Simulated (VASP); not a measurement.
# Zr (Cmcm) in VASP: single point with PBEsol

Aim: the single point of Zr with PBEsol.

Everything below comes from runs of VASP 6.6.1. Logs are shortened: lines on timing, memory, paths and dates and some standing lists are left out, and cuts for length are marked.

## (1) The cell of the first run

Symmetry: Cmcm, No. 63, orthorhombic system. The conventional cell has a = 8.457 Å, b = 4.680 Å, c = 4.608 Å, α = 90.00°, β = 90.00°, γ = 90.00°. Within 4.2 Å of Zr (site symmetry m2m) lie 4 Zr at 3.18 to 3.39 Å.

## (2) Single point, PBEsol

File INCAR:

```
ALGO = Normal
EDIFF = 1E-7
ENCUT = 520
GGA = PS
ISIF = 2
ISMEAR = 1
LASPH = True
LCHARG = False
LREAL = False
LWAVE = False
NBANDS = 19
NELM = 80
PREC = Accurate
SIGMA = 0.05
```

File KPOINTS:

```
k-points
0
Gamma
  6 6 5
```

File POSCAR:

```
Zr
1.0
    4.2283400000     -2.3400000000      0.0000000000
    4.2283400000      2.3400000000      0.0000000000
    0.0000000000      0.0000000000      4.6075200000
Zr
2
Direct
    0.2339600000      0.7660400000      0.7500000000
    0.7660400000      0.2339600000      0.2500000000
```

Potentials or basis: VASP PAW PBE potentials, release 64 (Zr_sv).

Command:

```console
$ cat potpaw_PBE.64/Zr_sv/POTCAR > POTCAR
$ mpirun -np 1 vasp_std > vasp.out
```

OUTCAR:

```text
EDIFF = 1E-7
   ENCUT = 520
   GGA = PS
   ISIF = 2
   ISMEAR = 1
   LASPH = True
   LREAL = False
   NELM = 80
   PREC = Accurate

 ion  position               nearest neighbor table
   1  0.234  0.766  0.750-   2 3.18   2 3.18   2 3.39   2 3.39
   2  0.766  0.234  0.250-   1 3.18   1 3.18   1 3.39   1 3.39

  LATTYP: Found a base centered orthorhombic cell.
 ALAT       =     4.6800000000
 B/A-ratio  =     1.8069829060
 C/A-ratio  =     0.9845128205

  Lattice vectors:

 A1 = (  -4.2283400000,  -2.3400000000,   0.0000000000)
 A2 = (   4.2283400000,  -2.3400000000,   0.0000000000)
 A3 = (   0.0000000000,   0.0000000000,   4.6075200000)

Analysis of symmetry for initial positions (statically):
=====================================================================
 Subroutine PRICEL returns:
 Original cell was already a primitive cell.

 Routine SETGRP: Setting up the symmetry group for a
 base centered orthorhombic supercell.

 Subroutine GETGRP returns: Found  8 space group operations
 (whereof  4 operations were pure point group operations)
 out of a pool of  8 trial point group operations.

The static configuration has the point symmetry C_2h.
 The point group associated with its full space group is D_2h.

Analysis of symmetry for dynamics (positions and initial velocities):
=====================================================================
 Subroutine PRICEL returns:
 Original cell was already a primitive cell.

 Routine SETGRP: Setting up the symmetry group for a
 base centered orthorhombic supercell.

 Subroutine GETGRP returns: Found  8 space group operations
 (whereof  4 operations were pure point group operations)
 out of a pool of  8 trial point group operations.

The dynamic configuration has the point symmetry C_2h.
 The point group associated with its full space group is D_2h.

 Subroutine INISYM returns: Found  8 space group operations
 (whereof  4 operations are pure point group operations),
 and found     1 'primitive' translations

----------------------------------------------------------------------------------------

                                     Primitive cell

  volume of cell :      91.1765

  direct lattice vectors                    reciprocal lattice vectors
     4.228340000 -2.340000000  0.000000000     0.118249715 -0.213675214  0.000000000
     4.228340000  2.340000000  0.000000000     0.118249715  0.213675214  0.000000000
     0.000000000  0.000000000  4.607520000     0.000000000  0.000000000  0.217036497

  length of vectors
     4.832645151  4.832645151  4.607520000     0.244213210  0.244213210  0.217036497

  position of ions in fractional coordinates (direct lattice)
     0.233960000  0.766040000  0.750000000
     0.766040000  0.233960000  0.250000000

  ion indices of the primitive-cell ions
   primitive index   ion index
                 1           1
                 2           2

----------------------------------------------------------------------------------------

 KPOINTS: k-points

Automatic generation of k-mesh.
 Grid dimensions read from file:
 generate k-points for:    6    6    5

 Generating k-lattice:

  Cartesian coordinates                     Fractional coordinates (reciprocal lattice)
     0.019708286 -0.035612536  0.000000000     0.166666667  0.000000000  0.000000000
     0.019708286  0.035612536  0.000000000     0.000000000  0.166666667  0.000000000
     0.000000000  0.000000000  0.043407299     0.000000000  0.000000000  0.200000000

  Length of vectors
     0.040702202  0.040702202  0.043407299

  Shift w.r.t. Gamma in fractional coordinates (k-lattice)
     0.000000000  0.000000000  0.000000000

 Subroutine IBZKPT returns following result:
 ===========================================

 Found     39 irreducible k-points:

 Following reciprocal coordinates:
            Coordinates               Weight
  0.000000  0.000000  0.000000      1.000000
  0.166667  0.000000  0.000000      4.000000
  0.333333  0.000000  0.000000      4.000000
  0.500000 -0.000000  0.000000      2.000000
  0.166667  0.166667  0.000000      2.000000
  0.333333  0.166667  0.000000      4.000000
[... 16 lines left out ...]
  0.333333  0.333333  0.200000      4.000000
  0.500000  0.333333  0.200000      8.000000
 [... further k-points ...]
   k-points           NKPTS =     39   k-points in BZ     NKDIM =     39   number of bands    NBANDS=     19
   number of dos      NEDOS =    301   number of ions     NIONS =      2
   total plane-waves  NPLWV =  46656
   dimension x,y,z NGX =    36 NGY =   36 NGZ =   36
   dimension x,y,z NGXF=    72 NGYF=   72 NGZF=   72
   ions per type =               2
   NGX,Y,Z   is equivalent  to a cutoff of  12.38, 12.38, 12.99 a.u.
   NGXF,Y,Z  is equivalent  to a cutoff of  24.77, 24.77, 25.98 a.u.
 SYSTEM =  unknown system
   PREC   = accura    normal or accurate (medium, high low for compatibility)
   ISTART =      0    job   : 0-new  1-cont  2-samecut
   ICHARG =      2    charge: 1-file 2-atom 10-const
   ISPIN  =      1    spin polarized calculation?
   LNONCOLLINEAR =      F non collinear calculations
   LSORBIT =      F    spin-orbit coupling
   LASPH  =      T    aspherical Exc in radial PAW
   ENCUT  =  520.0 eV  38.22 Ry    6.18 a.u.   8.99  8.99  8.57*2*pi/ulx,y,z
   NELM   =     80;   NELMIN=  2; NELMDL= -5     # of ELM steps
   EDIFF  = 0.1E-06   stopping-criterion for ELM
   LREAL  =      F    real-space projection
   EDIFFG = 0.1E-05   stopping-criterion for IOM
   NSW    =      0    number of steps for IOM
   IBRION =     -1    ionic relax: 0-MD 1-quasi-New 2-CG
   NFREE  =      0    steps in history (QN), initial steepest desc. (CG)
   ISIF   =      2    stress and relaxation
   ISYM   =      2    0-nonsym 1-usesym 2-fastsym
   POTIM  = 0.5000    time-step for ionic-motion
   TEBEG  =    0.0;   TEEND  =   0.0 temperature during run
   PSTRESS=    0.0 pullay stress
   NELECT =      24.0000    total number of electrons
   NUPDOWN=      -1.0000    fix difference up-down
   EMIN   =  10.00;   EMAX   =-10.00  energy-range for DOS
   EFERMI =   0.00;   METHOD = LEGACY
   ISMEAR =     1;   SIGMA  =   0.05  broadening in eV -4-tet -1-fermi 0-gaus
   EFERMI_NEDOS =   21; number of points for ismear=-14 and -15
   IALGO  =     38    algorithm
   IMIX   =      4    mixing-type and parameters
     AMIX     =   0.40;   BMIX     =  1.00
     AMIX_MAG =   1.60;   BMIX_MAG =  1.00
  volume/ion in A,a.u.               =      45.59       307.64
  Fermi-wavevector in a.u.,A,eV,Ry     =   1.049182  1.982667 14.977066  1.100783
  Thomas-Fermi vector in A             =   2.184134
   LORBIT       =      0    0 simple, 1 ext, 2 COOP (PROOUT), +10 PAW based schemes
   GGA     = PS    functional components
   LHFCALC =     F    Hartree Fock is set to
   AEXX    =    0.0000 exact exchange contribution
   IVDW    =     0    specifies the selected vdW correction
   LEPSILON=     F    determine dielectric tensor
   LRPA    =     F    only Hartree local field effects (RPA)
 non-spin polarized calculation
 Methfessel and Paxton  Order N= 1 SIGMA  =   0.05
  energy-cutoff  :      520.00
  volume of cell :       91.18
 maximum number of plane-waves:      2484
   NGX = 17   NGY = 17   NGZ = 17

 number of electron      24.0000000 magnetization

 Free energy of the ion-electron system (eV)
  ---------------------------------------------------
  ext. energy  EPLUGINS =         0.00000000
  ---------------------------------------------------
  free energy    TOTEN  =       -13.39854152 eV

  energy without entropy =      -13.39901556  energy(sigma->0) =      -13.39869953

 E-fermi :   2.8775     XC(G=0):  -8.2998

 val. band max:        2.8743896935   @ k =   0.3333   0.0000   0.0000
 cond. band min:       2.8853099441   @ k =   0.1667   0.0000   0.2000
 fundamental gap:      0.0109202506
 Fermi energy:         2.8774781720

 k-point     1 :       0.0000    0.0000    0.0000
  band No.  band energies     occupation
      1     -46.7015      2.00000
      2     -46.6317      2.00000
      3     -24.8066      2.00000
      4     -24.7507      2.00000
      5     -24.7470      2.00000
      6     -24.7329      2.00000
[... 11 lines left out ...]
     18       6.2815      0.00000
     19       6.7829      0.00000

 k-point     2 :       0.1667    0.0000    0.0000
  band No.  band energies     occupation
      1     -46.6975      2.00000
      2     -46.6356      2.00000
      3     -24.8030      2.00000
      4     -24.7378      2.00000
      5     -24.7310      2.00000
      6     -24.7276      2.00000
[... 11 lines left out ...]
     18       5.8373      0.00000
     19       5.9525      0.00000

 k-point     3 :       0.3333    0.0000    0.0000
  band No.  band energies     occupation
      1     -46.6874      2.00000
      2     -46.6455      2.00000
      3     -24.7935      2.00000
      4     -24.7500      2.00000
      5     -24.6805      2.00000
      6     -24.6745      2.00000
[... 11 lines left out ...]
     18       4.7047      0.00000
     19       4.9561      0.00000

 k-point     4 :       0.5000   -0.0000    0.0000
  band No.  band energies     occupation
      1     -46.6798      2.00000
      2     -46.6530      2.00000
      3     -24.7857      2.00000
      4     -24.7591      2.00000
      5     -24.6415      2.00000
      6     -24.6234      2.00000
[... 11 lines left out ...]
     18       4.4726      0.00000
     19       4.5539      0.00000

 k-point     5 :       0.1667    0.1667    0.0000
  band No.  band energies     occupation
      1     -46.7014      2.00000
      2     -46.6317      2.00000
      3     -24.8097      2.00000
      4     -24.7501      2.00000
      5     -24.7476      2.00000
      6     -24.7328      2.00000
[... 11 lines left out ...]
     18       6.2713      0.00000
     19       7.1392      0.00000

 k-point     6 :       0.3333    0.1667    0.0000
  band No.  band energies     occupation
      1     -46.6974      2.00000
      2     -46.6356      2.00000
      3     -24.8080      2.00000
      4     -24.7375      2.00000
      5     -24.7301      2.00000
      6     -24.7284      2.00000
[... 11 lines left out ...]
     18       5.8610      0.00000
     19       6.0909      0.00000

 k-point     7 :       0.5000    0.1667    0.0000
  band No.  band energies     occupation
      1     -46.6873      2.00000
      2     -46.6455      2.00000
      3     -24.7977      2.00000
      4     -24.7488      2.00000
      5     -24.6797      2.00000
      6     -24.6752      2.00000
[... 11 lines left out ...]
     18       4.8127      0.00000
     19       4.8454      0.00000

 k-point     8 :      -0.3333    0.1667    0.0000
  band No.  band energies     occupation
      1     -46.6798      2.00000
      2     -46.6530      2.00000
      3     -24.7860      2.00000
      4     -24.7588      2.00000
      5     -24.6415      2.00000
      6     -24.6234      2.00000
[... 256 lines left out ...]
 k-point    20 :       0.5000    0.1667    0.2000
  band No.  band energies     occupation
      1     -46.6832      2.00000
      2     -46.6494      2.00000
      3     -24.7928      2.00000
      4     -24.7603      2.00000
      5     -24.7529      2.00000
      6     -24.6485      2.00000
[... 11 lines left out ...]
     18       5.1735      0.00000
     19       5.3578      0.00000

 k-point    21 :      -0.3333    0.1667    0.2000
  band No.  band energies     occupation
      1     -46.6772      2.00000
      2     -46.6555      2.00000
      3     -24.7832      2.00000
      4     -24.7612      2.00000
      5     -24.7237      2.00000
      6     -24.7041      2.00000
[... 11 lines left out ...]
     18       4.8203      0.00000
     19       5.0031      0.00000

 k-point    22 :      -0.1667    0.1667    0.2000
  band No.  band energies     occupation
      1     -46.6834      2.00000
      2     -46.6494      2.00000
      3     -24.7873      2.00000
      4     -24.7600      2.00000
      5     -24.7543      2.00000
      6     -24.6481      2.00000
[... 11 lines left out ...]
     18       5.2058      0.00000
     19       5.2126      0.00000

 k-point    23 :       0.3333    0.3333    0.2000
  band No.  band energies     occupation
      1     -46.6945      2.00000
      2     -46.6383      2.00000
      3     -24.8077      2.00000
      4     -24.7405      2.00000
      5     -24.7244      2.00000
      6     -24.7215      2.00000
[... 11 lines left out ...]
     18       5.3983      0.00000
     19       6.1943      0.00000

 k-point    24 :       0.5000    0.3333    0.2000
  band No.  band energies     occupation
      1     -46.6913      2.00000
      2     -46.6414      2.00000
      3     -24.8054      2.00000
      4     -24.7625      2.00000
      5     -24.7440      2.00000
      6     -24.6592      2.00000
[... 11 lines left out ...]
     18       5.4678      0.00000
     19       5.8059      0.00000

 [... further k-points ...]
[... 5 lines left out ...]
  --------------------------------------------------------------------------------------
  -------------------------------------------------------------------------------------
  Total       -6.9337528     -8.7315923     -8.6945016      0.0000000      0.0000000      0.0000000
  in kB     -121.8417014   -153.4338023   -152.7820343      0.0000000      0.0000000      0.0000000
  external PRESSURE =    -142.6858460 kB  Pullay stress =       0.0000000 kB

 VOLUME and BASIS-vectors are now :
 -----------------------------------------------------------------------------
  energy-cutoff  :      520.00
  volume of cell :       91.18
      direct lattice vectors                 reciprocal lattice vectors
     4.228340000 -2.340000000  0.000000000     0.118249715 -0.213675214  0.000000000
     4.228340000  2.340000000  0.000000000     0.118249715  0.213675214  0.000000000
     0.000000000  0.000000000  4.607520000     0.000000000  0.000000000  0.217036497

 POSITION                                       TOTAL-FORCE (eV/Angst)
 -----------------------------------------------------------------------------------
      4.22834      1.24507      3.45564         0.000000     -0.382156      0.000000
      4.22834     -1.24507      1.15188         0.000000      0.382156     -0.000000
 -----------------------------------------------------------------------------------
    total drift:                                0.000000     -0.000000     -0.000000

  FREE ENERGIE OF THE ION-ELECTRON SYSTEM (eV)
  ---------------------------------------------------
  free  energy   TOTEN  =       -13.3985415161 eV

  energy  without entropy=      -13.3990155577  energy(sigma->0) =      -13.39869953
```

Wall time 49 s (1 thread of Intel Xeon 8259CL, shared host); peak memory 0.19 GiB.

What came out:

- Free energy: -13.3985 eV
- Pressure: -14.3 GPa
- Largest force: 0.382 eV/Å
- Band gap on the k mesh: zero (bands 12 and 13 overlap by 0.56 eV)

Forces on the atoms (eV/Å):
```
Zr   0.000 -0.382  0.000
Zr   0.000  0.382  0.000
```

Caveat: the cell stands under tension; the PAW data sets were made with another functional, which shifts forces and pressure a little.
